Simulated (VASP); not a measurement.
# Pd (Im-3m) in VASP: a series of runs

The runs below take Pd through single point, with PBE.

Everything below comes from runs of VASP 6.6.1. Logs are shortened: lines on timing, memory, paths and dates and some standing lists are left out, and cuts for length are marked.

## Step 1: The cell of the first run

Symmetry: Im-3m, No. 229, cubic system. Conventional cell: a = 3.034 Å, b = 3.034 Å, c = 3.034 Å, α = 90.00°, β = 90.00°, γ = 90.00°. Within 3.5 Å of Pd (site symmetry m-3m) lie 14 Pd at 2.63 to 3.03 Å.

## Step 2: Single point, PBE

Contents of INCAR:

```
SYSTEM = Pd
  ALGO = Normal
  EDIFF = 1E-6
  ENCUT = 520
  GGA = PE
  ISIF = 2
  ISMEAR = -1
  LASPH = .TRUE.
  LCHARG = .TRUE.
  LELF = .TRUE.
  LREAL = .FALSE.
  LVHAR = .TRUE.
  LWAVE = .FALSE.
  NBANDS = 11
  NELM = 60
  PREC = Accurate
  SIGMA = 0.08
```

Contents of KPOINTS:

```
k-points
0
G
  18 18 18
  0 0 0
```

Contents of POSCAR:

```
Pd
1.0
   -1.5168269563      1.5168269563      1.5168269563
    1.5168269563     -1.5168269563      1.5168269563
    1.5168269563      1.5168269563     -1.5168269563
Pd
1
Direct
    0.0000000000      0.0000000000      0.0000000000
```

Potentials or basis: VASP PAW PBE potentials, release 64 (Pd).

Run with:

```sh
cat potpaw_PBE.64/Pd/POTCAR > POTCAR
mpirun -np 1 vasp_std > vasp.out
```

OUTCAR:

```text
SYSTEM = Pd
   EDIFF = 1E-6
   ENCUT = 520
   GGA = PE
   ISIF = 2
   ISMEAR = -1
   LASPH = .TRUE.
   LREAL = .FALSE.
   NELM = 60
   PREC = Accurate

 ion  position               nearest neighbor table
   1  0.000  0.000  0.000-

  LATTYP: Found a body centered cubic cell.
 ALAT       =     3.0336539126

  Lattice vectors:

 A1 = (  -1.5168269563,   1.5168269563,   1.5168269563)
 A2 = (   1.5168269563,  -1.5168269563,   1.5168269563)
 A3 = (   1.5168269563,   1.5168269563,  -1.5168269563)

Analysis of symmetry for initial positions (statically):
=====================================================================
 Subroutine PRICEL returns:
 Original cell was already a primitive cell.

 Routine SETGRP: Setting up the symmetry group for a
 body centered cubic supercell.

 Subroutine GETGRP returns: Found 48 space group operations
 (whereof 48 operations were pure point group operations)
 out of a pool of 48 trial point group operations.

The static configuration has the point symmetry O_h .

Analysis of symmetry for dynamics (positions and initial velocities):
=====================================================================
 Subroutine PRICEL returns:
 Original cell was already a primitive cell.

 Routine SETGRP: Setting up the symmetry group for a
 body centered cubic supercell.

 Subroutine GETGRP returns: Found 48 space group operations
 (whereof 48 operations were pure point group operations)
 out of a pool of 48 trial point group operations.

The dynamic configuration has the point symmetry O_h .

 Subroutine INISYM returns: Found 48 space group operations
 (whereof 48 operations are pure point group operations),
 and found     1 'primitive' translations

----------------------------------------------------------------------------------------

                                     Primitive cell

  volume of cell :      13.9594

  direct lattice vectors                    reciprocal lattice vectors
    -1.516826956  1.516826956  1.516826956     0.000000000  0.329635492  0.329635492
     1.516826956 -1.516826956  1.516826956     0.329635492  0.000000000  0.329635492
     1.516826956  1.516826956 -1.516826956     0.329635492  0.329635492  0.000000000

  length of vectors
     2.627221355  2.627221355  2.627221355     0.466174983  0.466174983  0.466174983

  position of ions in fractional coordinates (direct lattice)
     0.000000000  0.000000000  0.000000000

  ion indices of the primitive-cell ions
   primitive index   ion index
                 1           1

----------------------------------------------------------------------------------------

 KPOINTS: k-points

Automatic generation of k-mesh.
 Grid dimensions read from file:
 generate k-points for:   18   18   18

 Generating k-lattice:

  Cartesian coordinates                     Fractional coordinates (reciprocal lattice)
     0.000000000  0.018313083  0.018313083     0.055555556  0.000000000  0.000000000
     0.018313083  0.000000000  0.018313083     0.000000000  0.055555556  0.000000000
     0.018313083  0.018313083  0.000000000     0.000000000  0.000000000  0.055555556

  Length of vectors
     0.025898610  0.025898610  0.025898610

  Shift w.r.t. Gamma in fractional coordinates (k-lattice)
     0.000000000  0.000000000  0.000000000

 Subroutine IBZKPT returns following result:
 ===========================================

 Found    195 irreducible k-points:

 Following reciprocal coordinates:
            Coordinates               Weight
  0.000000  0.000000  0.000000      1.000000
  0.055556  0.000000  0.000000     12.000000
  0.111111  0.000000  0.000000     12.000000
  0.166667  0.000000  0.000000     12.000000
  0.222222  0.000000  0.000000     12.000000
  0.277778  0.000000  0.000000     12.000000
[... 16 lines left out ...]
  0.333333  0.111111  0.000000     48.000000
  0.388889  0.111111  0.000000     48.000000
 [... further k-points ...]
   k-points           NKPTS =    195   k-points in BZ     NKDIM =    195   number of bands    NBANDS=     11
   number of dos      NEDOS =    301   number of ions     NIONS =      1
   total plane-waves  NPLWV =   8000
   dimension x,y,z NGX =    20 NGY =   20 NGZ =   20
   dimension x,y,z NGXF=    40 NGYF=   40 NGZF=   40
   ions per type =               1
   NGX,Y,Z   is equivalent  to a cutoff of  12.66, 12.66, 12.66 a.u.
   NGXF,Y,Z  is equivalent  to a cutoff of  25.31, 25.31, 25.31 a.u.
 SYSTEM =  Pd
   PREC   = accura    normal or accurate (medium, high low for compatibility)
   ISTART =      0    job   : 0-new  1-cont  2-samecut
   ICHARG =      2    charge: 1-file 2-atom 10-const
   ISPIN  =      1    spin polarized calculation?
   LNONCOLLINEAR =      F non collinear calculations
   LSORBIT =      F    spin-orbit coupling
   LASPH  =      T    aspherical Exc in radial PAW
   ENCUT  =  520.0 eV  38.22 Ry    6.18 a.u.   4.88  4.88  4.88*2*pi/ulx,y,z
   NELM   =     60;   NELMIN=  2; NELMDL= -5     # of ELM steps
   EDIFF  = 0.1E-05   stopping-criterion for ELM
   LREAL  =      F    real-space projection
   EDIFFG = 0.1E-04   stopping-criterion for IOM
   NSW    =      0    number of steps for IOM
   IBRION =     -1    ionic relax: 0-MD 1-quasi-New 2-CG
   NFREE  =      0    steps in history (QN), initial steepest desc. (CG)
   ISIF   =      2    stress and relaxation
   ISYM   =      2    0-nonsym 1-usesym 2-fastsym
   POTIM  = 0.5000    time-step for ionic-motion
   TEBEG  =    0.0;   TEEND  =   0.0 temperature during run
   PSTRESS=    0.0 pullay stress
   NELECT =      10.0000    total number of electrons
   NUPDOWN=      -1.0000    fix difference up-down
   EMIN   =  10.00;   EMAX   =-10.00  energy-range for DOS
   EFERMI =   0.00;   METHOD = LEGACY
   ISMEAR =    -1;   SIGMA  =   0.08  broadening in eV -4-tet -1-fermi 0-gaus
   EFERMI_NEDOS =   21; number of points for ismear=-14 and -15
   IALGO  =     38    algorithm
   IMIX   =      4    mixing-type and parameters
     AMIX     =   0.40;   BMIX     =  1.00
     AMIX_MAG =   1.60;   BMIX_MAG =  1.00
  volume/ion in A,a.u.               =      13.96        94.20
  Fermi-wavevector in a.u.,A,eV,Ry     =   1.464824  2.768116 29.194150  2.145710
  Thomas-Fermi vector in A             =   2.580754
   LORBIT       =      0    0 simple, 1 ext, 2 COOP (PROOUT), +10 PAW based schemes
   GGA     = PE    functional components
   LHFCALC =     F    Hartree Fock is set to
   AEXX    =    0.0000 exact exchange contribution
   IVDW    =     0    specifies the selected vdW correction
   LEPSILON=     F    determine dielectric tensor
   LRPA    =     F    only Hartree local field effects (RPA)
 non-spin polarized calculation
  energy-cutoff  :      520.00
  volume of cell :       13.96
 maximum number of plane-waves:       394
   NGX =  9   NGY =  9   NGZ =  9

 number of electron      10.0000000 magnetization

 number of electron       9.9999997 magnetization

 Free energy of the ion-electron system (eV)
  ---------------------------------------------------
  ext. energy  EPLUGINS =         0.00000000
  ---------------------------------------------------
  free energy    TOTEN  =        -5.09966494 eV

  energy without entropy =       -5.07736995  energy(sigma->0) =       -5.08851745

 E-fermi :  10.7412     XC(G=0): -13.5262

 val. band max:       10.7312460090   @ k =  -0.4444  -0.4444   0.3333
 cond. band min:      10.7559862291   @ k =   0.5000   0.5000   0.4444
 fundamental gap:      0.0247402201
 Fermi energy:        10.7412458185

 k-point     1 :       0.0000    0.0000    0.0000
  band No.  band energies     occupation
      1       3.1765      2.00000
      2       7.5135      2.00000
      3       7.5135      2.00000
      4       7.5135      2.00000
      5       9.6797      2.00000
      6       9.6797      2.00000
      7      30.2343      0.00000
      8      30.2343      0.00000
      9      30.2343      0.00000
     10      36.9011      0.00000
     11      39.4620      0.00000

 k-point     2 :       0.0556    0.0000    0.0000
  band No.  band energies     occupation
      1       3.3015      2.00000
      2       7.4685      2.00000
      3       7.5148      2.00000
      4       7.6056      2.00000
      5       9.6251      2.00000
      6       9.6829      2.00000
      7      30.2094      0.00000
      8      30.2669      0.00000
      9      30.3956      0.00000
     10      36.8912      0.00000
     11      38.2541      0.00000

 k-point     3 :       0.1111    0.0000    0.0000
  band No.  band energies     occupation
      1       3.6621      2.00000
      2       7.3413      2.00000
      3       7.5155      2.00000
      4       7.8771      2.00000
      5       9.4939      2.00000
      6       9.6939      2.00000
      7      29.9958      0.00000
      8      30.2699      0.00000
      9      30.8641      0.00000
     10      36.8214      0.00000
     11      36.8580      0.00000

 k-point     4 :       0.1667    0.0000    0.0000
  band No.  band energies     occupation
      1       4.2030      2.00000
      2       7.1523      2.00000
      3       7.5263      2.00000
      4       8.3116      2.00000
      5       9.3654      2.00000
      6       9.7154      1.99999
      7      29.2417      0.00000
      8      29.9851      0.00000
      9      31.5945      0.00000
     10      36.1835      0.00000
     11      36.4656      0.00000
[... 239 lines left out ...]
 k-point    22 :       0.2778    0.1111    0.0000
  band No.  band energies     occupation
      1       5.5060      2.00000
      2       6.5668      2.00000
      3       8.1726      2.00000
      4       9.3422      2.00000
      5       9.9948      1.99982
      6      11.1995      0.00649
      7      23.7049      0.00000
      8      26.9003      0.00000
      9      30.1784      0.00000
     10      34.1091      0.00000
     11      36.8615      0.00000

 k-point    23 :       0.3333    0.1111    0.0000
  band No.  band energies     occupation
      1       5.3919      2.00000
      2       6.4153      2.00000
      3       8.7980      2.00000
      4       9.5012      2.00000
      5      10.1737      1.99834
      6      12.2569      0.00000
      7      21.6194      0.00000
      8      26.2155      0.00000
      9      29.1492      0.00000
     10      34.9491      0.00000
     11      36.8660      0.00000

 k-point    24 :       0.3889    0.1111    0.0000
  band No.  band energies     occupation
      1       5.2798      2.00000
      2       6.3213      2.00000
      3       9.1677      2.00000
      4       9.5738      2.00000
      5      10.4601      1.94217
      6      13.2918      0.00000
      7      19.9106      0.00000
      8      25.7637      0.00000
      9      28.4644      0.00000
     10      35.5810      0.00000
     11      36.8770      0.00000

 [... further k-points ...]
[... 5 lines left out ...]
  --------------------------------------------------------------------------------------
  -------------------------------------------------------------------------------------
  Total        1.8728331      1.8728331      1.8728331      0.0000000     -0.0000000     -0.0000000
  in kB      214.9520325    214.9520325    214.9520325      0.0000000     -0.0000000     -0.0000000
  external PRESSURE =     214.9520325 kB  Pullay stress =       0.0000000 kB

 VOLUME and BASIS-vectors are now :
 -----------------------------------------------------------------------------
  energy-cutoff  :      520.00
  volume of cell :       13.96
      direct lattice vectors                 reciprocal lattice vectors
    -1.516826956  1.516826956  1.516826956     0.000000000  0.329635492  0.329635492
     1.516826956 -1.516826956  1.516826956     0.329635492  0.000000000  0.329635492
     1.516826956  1.516826956 -1.516826956     0.329635492  0.329635492  0.000000000

 POSITION                                       TOTAL-FORCE (eV/Angst)
 -----------------------------------------------------------------------------------
      0.00000      0.00000      0.00000         0.000000     -0.000000      0.000000
 -----------------------------------------------------------------------------------
    total drift:                                0.000000     -0.000000      0.000000

  FREE ENERGIE OF THE ION-ELECTRON SYSTEM (eV)
  ---------------------------------------------------
  free  energy   TOTEN  =        -5.0996649380 eV

  energy  without entropy=       -5.0773699524  energy(sigma->0) =       -5.08851745
```

Wall time 33 s (1 thread of Intel Xeon Platinum 8259CL at 2.50GHz (Skylake/Cascade Lake), shared host); peak memory 0.15 GiB.

Results:

| Property | Result |
| --- | --- |
| Free energy | -5.0997 eV |
| Pressure | 21.5 GPa |
| Band gap on the k mesh | zero (band 5 reaches 11.42 eV, above the bottom of band 6 at 9.58 eV) |

Levels at points of the mesh, in eV from the Fermi level:
```csv
k point,band 2,band 3,band 4,band 5,band 6,band 7,band 8,band 9
"(0.00, 0.00, 0.00)",-3.23,-3.23,-3.23,-1.06,-1.06,19.49,19.49,19.49
"(0.50, 0.00, 0.00)",-4.55,-1.13,-0.79,0.68,1.31,8.46,15.28,18.48
"(0.50, 0.50, 0.50)",-5.75,0.25,0.25,0.25,9.47,9.47,9.47,18.41
```

[end of part 1 of 2]
